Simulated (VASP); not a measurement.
# NaCl (I4/mmm) in VASP: notebook

Runs on NaCl. Level: r2SCAN. Tasks: single point.

Everything below comes from runs of VASP 6.6.1. Logs are shortened: lines on timing, memory, paths and dates and some standing lists are left out, and cuts for length are marked.

## 1. The cell of the first run

Symmetry: I4/mmm, No. 139, tetragonal system. Conventional cell: a = 3.926 Å, b = 3.926 Å, c = 5.630 Å, α = 90.00°, β = 90.00°, γ = 90.00°. Within 3.7 Å of Na (site symmetry 4/mmm) lie 6 Cl at 2.78 to 2.82 Å. Within 3.7 Å of Cl (site symmetry 4/mmm) lie 6 Na at 2.78 to 2.82 Å.

## 2. Single point, r2SCAN (film at in-plane strain -0.01)

POSCAR reads:

```
NaCl
1.0
    2.7759409776      2.7759409776      0.0000000000
   -2.7759409776      2.7759409776      0.0000000000
    0.0000000000      2.7759409776      2.8151078571
Na Cl
1 1
Direct
    0.0000000000      0.0000000000      0.0000000000
    0.5000000000      0.5000000000      0.0000000000
```

INCAR.step1 reads:

```
PREC = Accurate ; ENCUT = 520
ISMEAR = 0 ; SIGMA = 0.01
LREAL = False ; LASPH = True
NELM = 100 ; NBANDS = 14
GGA = PE ; ALGO = Normal
EDIFF = 1E-4 ; LWAVE = True
LCHARG = False
```

INCAR.step2 reads:

```
PREC = Accurate ; ENCUT = 520
EDIFF = 1E-6 ; ISMEAR = 0
SIGMA = 0.01 ; LREAL = False
LASPH = True ; NELM = 100
ALGO = Normal ; ISIF = 2
LWAVE = False ; LCHARG = False
METAGGA = R2SCAN ; LMIXTAU = True
NBANDS = 14 ; ISTART = 1
```

KPOINTS reads:

```
Automatic mesh
0
Gamma
  8 8 8
```

Potentials or basis: VASP PAW PBE potentials, release 64 (Na_pv, Cl).

Command:

```bash
$ cat potpaw_PBE.64/Na_pv/POTCAR potpaw_PBE.64/Cl/POTCAR > POTCAR
$ cp INCAR.step1 INCAR
$ mpirun -np 1 vasp_std > vasp.out
$ cp INCAR.step2 INCAR
$ mpirun -np 1 vasp_std > vasp.out
```

OUTCAR:

```text
PREC = Accurate
   ENCUT = 520
   EDIFF = 1E-6
   ISMEAR = 0
   LREAL = False
   LASPH = True
   NELM = 100
   ISIF = 2
   METAGGA = R2SCAN
   ISTART = 1

 ion  position               nearest neighbor table
   1  0.000  0.000  0.000-
   2  0.500  0.500  0.000-

  LATTYP: Found a body centered tetragonal cell.
 ALAT       =     3.9257733789
 C/A-ratio  =     1.4341672763

  Lattice vectors:

 A1 = (   2.7759409776,   0.0000000000,  -2.8151078571)
 A2 = (  -2.7759409776,   0.0000000000,  -2.8151078571)
 A3 = (   0.0000000000,   2.7759409776,   2.8151078571)

Analysis of symmetry for initial positions (statically):
=====================================================================
 Subroutine PRICEL returns:
 Original cell was already a primitive cell.

 Routine SETGRP: Setting up the symmetry group for a
 body centered tetragonal supercell.

 Subroutine GETGRP returns: Found 16 space group operations
 (whereof 16 operations were pure point group operations)
 out of a pool of 16 trial point group operations.

The static configuration has the point symmetry D_4h.

Analysis of symmetry for dynamics (positions and initial velocities):
=====================================================================
 Subroutine PRICEL returns:
 Original cell was already a primitive cell.

 Routine SETGRP: Setting up the symmetry group for a
 body centered tetragonal supercell.

 Subroutine GETGRP returns: Found 16 space group operations
 (whereof 16 operations were pure point group operations)
 out of a pool of 16 trial point group operations.

The dynamic configuration has the point symmetry D_4h.

 Subroutine INISYM returns: Found 16 space group operations
 (whereof 16 operations are pure point group operations),
 and found     1 'primitive' translations

----------------------------------------------------------------------------------------

                                     Primitive cell

  volume of cell :      43.3856

  direct lattice vectors                    reciprocal lattice vectors
     2.775940978  2.775940978  0.000000000     0.180119103  0.180119103 -0.177613088
    -2.775940978  2.775940978  0.000000000    -0.180119103  0.180119103 -0.177613088
     0.000000000  2.775940978  2.815107857     0.000000000  0.000000000  0.355226176

  length of vectors
     3.925773379  3.925773379  3.953565550     0.310535331  0.310535331  0.355226176

  position of ions in fractional coordinates (direct lattice)
     0.000000000  0.000000000  0.000000000
     0.500000000  0.500000000  0.000000000

  ion indices of the primitive-cell ions
   primitive index   ion index
                 1           1
                 2           2

----------------------------------------------------------------------------------------

 KPOINTS: Automatic mesh

Automatic generation of k-mesh.
 Grid dimensions read from file:
 generate k-points for:    8    8    8

 Generating k-lattice:

  Cartesian coordinates                     Fractional coordinates (reciprocal lattice)
     0.022514888  0.022514888 -0.022201636     0.125000000  0.000000000  0.000000000
    -0.022514888  0.022514888 -0.022201636     0.000000000  0.125000000  0.000000000
     0.000000000  0.000000000  0.044403272     0.000000000  0.000000000  0.125000000

  Length of vectors
     0.038816916  0.038816916  0.044403272

  Shift w.r.t. Gamma in fractional coordinates (k-lattice)
     0.000000000  0.000000000  0.000000000

 Subroutine IBZKPT returns following result:
 ===========================================

 Found     59 irreducible k-points:

 Following reciprocal coordinates:
            Coordinates               Weight
  0.000000  0.000000  0.000000      1.000000
  0.125000  0.000000  0.000000      8.000000
  0.250000  0.000000  0.000000      8.000000
  0.375000  0.000000  0.000000      8.000000
  0.500000  0.000000  0.000000      4.000000
  0.125000  0.125000  0.000000      8.000000
[... 16 lines left out ...]
  0.250000  0.000000  0.125000      4.000000
  0.375000  0.000000  0.125000      8.000000
 [... further k-points ...]
   k-points           NKPTS =     59   k-points in BZ     NKDIM =     59   number of bands    NBANDS=     14
   number of dos      NEDOS =    301   number of ions     NIONS =      2
   total plane-waves  NPLWV =  27000
   dimension x,y,z NGX =    30 NGY =   30 NGZ =   30
   dimension x,y,z NGXF=    60 NGYF=   60 NGZF=   60
   ions per type =               1   1
   NGX,Y,Z   is equivalent  to a cutoff of  12.70, 12.70, 12.61 a.u.
   NGXF,Y,Z  is equivalent  to a cutoff of  25.41, 25.41, 25.23 a.u.
 SYSTEM =  unknown system
   PREC   = accura    normal or accurate (medium, high low for compatibility)
   ISTART =      1    job   : 0-new  1-cont  2-samecut
   ICHARG =      0    charge: 1-file 2-atom 10-const
   ISPIN  =      1    spin polarized calculation?
   LNONCOLLINEAR =      F non collinear calculations
   LSORBIT =      F    spin-orbit coupling
   LASPH  =      T    aspherical Exc in radial PAW
   ENCUT  =  520.0 eV  38.22 Ry    6.18 a.u.   7.30  7.30  7.35*2*pi/ulx,y,z
   NELM   =    100;   NELMIN=  2; NELMDL=  0     # of ELM steps
   EDIFF  = 0.1E-05   stopping-criterion for ELM
   LREAL  =      F    real-space projection
   EDIFFG = 0.1E-04   stopping-criterion for IOM
   NSW    =      0    number of steps for IOM
   IBRION =     -1    ionic relax: 0-MD 1-quasi-New 2-CG
   NFREE  =      0    steps in history (QN), initial steepest desc. (CG)
   ISIF   =      2    stress and relaxation
   ISYM   =      2    0-nonsym 1-usesym 2-fastsym
   POTIM  = 0.5000    time-step for ionic-motion
   TEBEG  =    0.0;   TEEND  =   0.0 temperature during run
   PSTRESS=    0.0 pullay stress
   NELECT =      14.0000    total number of electrons
   NUPDOWN=      -1.0000    fix difference up-down
   EMIN   =  10.00;   EMAX   =-10.00  energy-range for DOS
   EFERMI =   0.00;   METHOD = LEGACY
   ISMEAR =     0;   SIGMA  =   0.01  broadening in eV -4-tet -1-fermi 0-gaus
   EFERMI_NEDOS =   21; number of points for ismear=-14 and -15
   IALGO  =     38    algorithm
   IMIX   =      4    mixing-type and parameters
     AMIX     =   0.40;   BMIX     =  1.00
     AMIX_MAG =   1.60;   BMIX_MAG =  1.00
  volume/ion in A,a.u.               =      21.69       146.39
  Fermi-wavevector in a.u.,A,eV,Ry     =   1.122886  2.121947 17.155219  1.260873
  Thomas-Fermi vector in A             =   2.259549
   LORBIT       =      0    0 simple, 1 ext, 2 COOP (PROOUT), +10 PAW based schemes
   METAGGA = R2SCAN    functional components
   LHFCALC =     F    Hartree Fock is set to
   AEXX    =    0.0000 exact exchange contribution
   IVDW    =     0    specifies the selected vdW correction
   LEPSILON=     F    determine dielectric tensor
   LRPA    =     F    only Hartree local field effects (RPA)
 non-spin polarized calculation
 Gauss-broadening in eV      SIGMA  =   0.01
  energy-cutoff  :      520.00
  volume of cell :       43.39
 maximum number of plane-waves:      1195
 NGX is ok and might be reduce to    30
   NGX = 15   NGY = 15   NGZ = 15

 number of electron      14.0000009 magnetization

 Free energy of the ion-electron system (eV)
  ---------------------------------------------------
  ext. energy  EPLUGINS =         0.00000000
  ---------------------------------------------------
  free energy    TOTEN  =       -13.78886421 eV

  energy without entropy =      -13.78886421  energy(sigma->0) =      -13.78886421

 E-fermi :  -0.8478     XC(G=0):  -8.8004

 val. band max:       -0.9635918921   @ k =   0.0000   0.0000   0.0000
 cond. band min:       5.0921039418   @ k =   0.0000   0.0000   0.0000
 fundamental gap:      6.0556958339
 Fermi energy:        -0.8478319303

 k-point     1 :       0.0000    0.0000    0.0000
  band No.  band energies     occupation
      1     -22.4292      2.00000
      2     -22.4278      2.00000
      3     -22.4277      2.00000
      4     -14.2699      2.00000
      5      -0.9720      2.00000
      6      -0.9720      2.00000
      7      -0.9636      2.00000
      8       5.0921      0.00000
      9      10.7508      0.00000
     10      10.8583      0.00000
     11      10.8585      0.00000
     12      13.0252      0.00000
     13      13.2018      0.00000
     14      14.7816      0.00000

 k-point     2 :       0.1250    0.0000    0.0000
  band No.  band energies     occupation
      1     -22.4332      2.00000
      2     -22.4291      2.00000
      3     -22.4280      2.00000
      4     -14.2175      2.00000
      5      -1.3459      2.00000
      6      -1.0162      2.00000
      7      -1.0144      2.00000
      8       5.5946      0.00000
      9      10.2866      0.00000
     10      11.0017      0.00000
     11      11.0796      0.00000
     12      12.8295      0.00000
     13      12.9810      0.00000
     14      15.8212      0.00000

 k-point     3 :       0.2500    0.0000    0.0000
  band No.  band energies     occupation
      1     -22.4450      2.00000
      2     -22.4300      2.00000
      3     -22.4286      2.00000
      4     -14.0872      2.00000
      5      -2.1086      2.00000
      6      -1.1267      2.00000
      7      -1.1193      2.00000
      8       6.5491      0.00000
      9       9.8271      0.00000
     10      11.1618      0.00000
     11      11.2893      0.00000
     12      13.1162      0.00000
     13      13.1782      0.00000
     14      16.0228      0.00000
[... 324 lines left out ...]
 k-point    23 :       0.2500    0.0000    0.1250
  band No.  band energies     occupation
      1     -22.4390      2.00000
      2     -22.4317      2.00000
      3     -22.4278      2.00000
      4     -14.1383      2.00000
      5      -1.7641      2.00000
      6      -1.1896      2.00000
      7      -1.0500      2.00000
      8       6.2800      0.00000
      9       9.7428      0.00000
     10      11.1703      0.00000
     11      11.4300      0.00000
     12      12.3311      0.00000
     13      13.3626      0.00000
     14      16.9161      0.00000

 k-point    24 :       0.3750    0.0000    0.1250
  band No.  band energies     occupation
      1     -22.4492      2.00000
      2     -22.4337      2.00000
      3     -22.4284      2.00000
      4     -14.0085      2.00000
      5      -2.3640      2.00000
      6      -1.3923      2.00000
      7      -1.1520      2.00000
      8       7.1855      0.00000
      9       9.5670      0.00000
     10      10.8085      0.00000
     11      11.5357      0.00000
     12      12.7296      0.00000
     13      14.6161      0.00000
     14      16.7709      0.00000

 [... further k-points ...]
[... 5 lines left out ...]
  --------------------------------------------------------------------------------------
  -------------------------------------------------------------------------------------
  Total        0.1465585      0.1465585     -0.0487652      0.0000000      0.0000000      0.0000000
  in kB        5.4122293      5.4122293     -1.8008388      0.0000000      0.0000000      0.0000000
  external PRESSURE =       3.0078733 kB  Pullay stress =       0.0000000 kB

 VOLUME and BASIS-vectors are now :
 -----------------------------------------------------------------------------
  energy-cutoff  :      520.00
  volume of cell :       43.39
      direct lattice vectors                 reciprocal lattice vectors
     2.775940978  2.775940978  0.000000000     0.180119103  0.180119103 -0.177613088
    -2.775940978  2.775940978  0.000000000    -0.180119103  0.180119103 -0.177613088
     0.000000000  2.775940978  2.815107857     0.000000000  0.000000000  0.355226176

 POSITION                                       TOTAL-FORCE (eV/Angst)
 -----------------------------------------------------------------------------------
      0.00000      0.00000      0.00000        -0.000000      0.000000      0.000000
      0.00000      2.77594      0.00000         0.000000     -0.000000      0.000000
 -----------------------------------------------------------------------------------
    total drift:                               -0.000000      0.000000      0.000000

  FREE ENERGIE OF THE ION-ELECTRON SYSTEM (eV)
  ---------------------------------------------------
  free  energy   TOTEN  =       -13.7888642077 eV

  energy  without entropy=      -13.7888642077  energy(sigma->0) =      -13.78886421
```

Wall time 89 s (1 thread of Intel Xeon Platinum 8488C (Sapphire Rapids), shared host); peak memory 0.18 GiB.

What came out:

```
Free energy            : -13.7889 eV
Pressure               : 0.3 GPa
Band gap on the k mesh : 6.06 eV
```

Levels at points of the mesh, in eV from the valence-band top:
| k point | band 5 | band 6 | band 7 | band 8 | band 9 | band 10 |
| --- | --- | --- | --- | --- | --- | --- |
| (0.00, 0.00, 0.00) | -0.01 | -0.01 | 0.00 | 6.06 | 11.71 | 11.82 |
| (0.50, 0.00, 0.00) | -2.03 | -0.31 | -0.29 | 8.00 | 11.77 | 11.89 |
| (0.50, 0.50, 0.00) | -1.77 | -0.68 | -0.63 | 8.53 | 8.56 | 12.50 |
| (0.00, 0.00, 0.50) | -1.79 | -0.62 | -0.62 | 8.54 | 8.62 | 12.37 |

Caveat: the cell differs from its parent crystal (film at in-plane strain -0.01); the PAW data sets were made with another functional, which shifts forces and pressure a little.

## 3. Single point, r2SCAN (in-plane strain -0.01)

POSCAR, as its differences from that of step 2:

```diff
@@ -4,3 +4,3 @@
    -2.7759409776      2.7759409776      0.0000000000
-    0.0000000000      2.7759409776      2.8151078571
+    0.0000000000      2.7759409776      2.8208046701
 Na Cl
```

INCAR.step1 reads:

```
SYSTEM = NaCl
ALGO = Normal
EDIFF = 1E-4
ENCUT = 520
GGA = PE
ISMEAR = 0
LASPH = .TRUE.
LCHARG = .FALSE.
LREAL = .FALSE.
LWAVE = .TRUE.
NBANDS = 14
NELM = 60
PREC = Accurate
SIGMA = 0.01
```

INCAR.step2 reads:

```
SYSTEM = NaCl
ALGO = Normal
EDIFF = 1E-6
ENCUT = 520
ISIF = 2
ISMEAR = 0
ISTART = 1
LASPH = .TRUE.
LCHARG = .FALSE.
LMIXTAU = .TRUE.
LREAL = .FALSE.
LWAVE = .FALSE.
METAGGA = R2SCAN
NBANDS = 14
NELM = 60
PREC = Accurate
SIGMA = 0.01
```

KPOINTS reads:

```
k-points
0
G
  8 8 8
  0 0 0
```

Potentials or basis: VASP PAW PBE potentials, release 64 (Na_pv, Cl).

Command:

```bash
$ cat potpaw_PBE.64/Na_pv/POTCAR potpaw_PBE.64/Cl/POTCAR > POTCAR
$ cp INCAR.step1 INCAR
$ mpirun -np 1 vasp_std > vasp.out
$ cp INCAR.step2 INCAR
$ mpirun -np 1 vasp_std > vasp.out
```

OUTCAR:

```text
SYSTEM = NaCl
   EDIFF = 1E-6
   ENCUT = 520
   ISIF = 2
   ISMEAR = 0
   ISTART = 1
   LASPH = .TRUE.
   LREAL = .FALSE.
   METAGGA = R2SCAN
   NELM = 60
   PREC = Accurate

 ion  position               nearest neighbor table
   1  0.000  0.000  0.000-
   2  0.500  0.500  0.000-

  LATTYP: Found a body centered tetragonal cell.
 ALAT       =     3.9257733789
 C/A-ratio  =     1.4370695391

  Lattice vectors:

 A1 = (   2.7759409776,   0.0000000000,  -2.8208046701)
 A2 = (  -2.7759409776,   0.0000000000,  -2.8208046701)
 A3 = (   0.0000000000,   2.7759409776,   2.8208046701)
[... 585 lines left out ...]
     10      10.7886      0.00000
     11      11.5278      0.00000
     12      12.7171      0.00000
     13      14.5955      0.00000
     14      16.7331      0.00000

 [... further k-points ...]
[... 5 lines left out ...]
  --------------------------------------------------------------------------------------
  -------------------------------------------------------------------------------------
  Total        0.1393474      0.1393474     -0.0832254      0.0000000     -0.0000000      0.0000000
  in kB        5.1355369      5.1355369     -3.0672058      0.0000000     -0.0000000      0.0000000
  external PRESSURE =       2.4012893 kB  Pullay stress =       0.0000000 kB

 VOLUME and BASIS-vectors are now :
 -----------------------------------------------------------------------------
  energy-cutoff  :      520.00
  volume of cell :       43.47
      direct lattice vectors                 reciprocal lattice vectors
     2.775940978  2.775940978  0.000000000     0.180119103  0.180119103 -0.177254386
    -2.775940978  2.775940978  0.000000000    -0.180119103  0.180119103 -0.177254386
     0.000000000  2.775940978  2.820804670     0.000000000  0.000000000  0.354508772

 POSITION                                       TOTAL-FORCE (eV/Angst)
 -----------------------------------------------------------------------------------
      0.00000      0.00000      0.00000         0.000000      0.000000      0.000000
      0.00000      2.77594      0.00000         0.000000      0.000000      0.000000
 -----------------------------------------------------------------------------------
    total drift:                               -0.000000      0.000000      0.000000

  FREE ENERGIE OF THE ION-ELECTRON SYSTEM (eV)
  ---------------------------------------------------
  free  energy   TOTEN  =       -13.7887362785 eV

  energy  without entropy=      -13.7887362785  energy(sigma->0) =      -13.78873628
```

OSZICAR.step1:

```text
N       E                     dE             d eps       ncg     rms          rms(c)
DAV:   1     0.103552235657E+03    0.10355E+03   -0.70714E+03  1666   0.101E+03
DAV:   2     0.140887346988E+01   -0.10214E+03   -0.94640E+02  1836   0.279E+02
DAV:   3    -0.682134194397E+01   -0.82302E+01   -0.81733E+01  2174   0.723E+01
DAV:   4    -0.695312355900E+01   -0.13178E+00   -0.13172E+00  1922   0.995E+00
DAV:   5    -0.695594710665E+01   -0.28235E-02   -0.28234E-02  2200   0.148E+00    0.216E+00
DAV:   6    -0.676916540972E+01    0.18678E+00   -0.30684E-01  2024   0.328E+00    0.162E+00
DAV:   7    -0.675769996815E+01    0.11465E-01   -0.80890E-02  2236   0.166E+00    0.110E+00
DAV:   8    -0.676316008195E+01   -0.54601E-02   -0.96593E-03  1868   0.855E-01    0.305E-01
DAV:   9    -0.676303821284E+01    0.12187E-03   -0.21925E-04  2108   0.116E-01    0.160E-01
DAV:  10    -0.676314493874E+01   -0.10673E-03   -0.28856E-04  1910   0.138E-01    0.626E-02
DAV:  11    -0.676313514333E+01    0.97954E-05   -0.16951E-05  1138   0.412E-02
   1 F= -.67631351E+01 E0= -.67631351E+01  d E =-.325825E-94
```

It took 85 s on 1 thread of Intel Xeon Platinum 8488C (Sapphire Rapids), shared host; peak memory 0.18 GiB.

What came out:

- Free energy: -13.7887 eV
- Pressure: 0.2 GPa
- Band gap on the k mesh: 6.05 eV

Stress tensor (GPa, compression positive):
```
 0.51  0.00  0.00
 0.00  0.51  0.00
 0.00  0.00 -0.31
```

Levels at points of the mesh, in eV from the valence-band top:
```csv
k point,band 4,band 5,band 6,band 7,band 8,band 9,band 10,band 11
"(0.00, 0.00, 0.00)",-13.30,-0.01,-0.01,0.00,6.05,11.70,11.82,11.83
"(0.50, 0.00, 0.00)",-12.93,-2.03,-0.31,-0.29,8.00,11.76,11.87,11.92
"(0.50, 0.50, 0.00)",-12.87,-1.77,-0.68,-0.63,8.52,8.56,12.49,16.05
"(0.00, 0.00, 0.50)",-12.89,-1.78,-0.62,-0.62,8.54,8.62,12.34,16.15
```

Caveat: the cell differs from its parent crystal (in-plane strain -0.01); the PAW data sets were made with another functional, which shifts forces and pressure a little.

(Continued in part 2 of 2.)
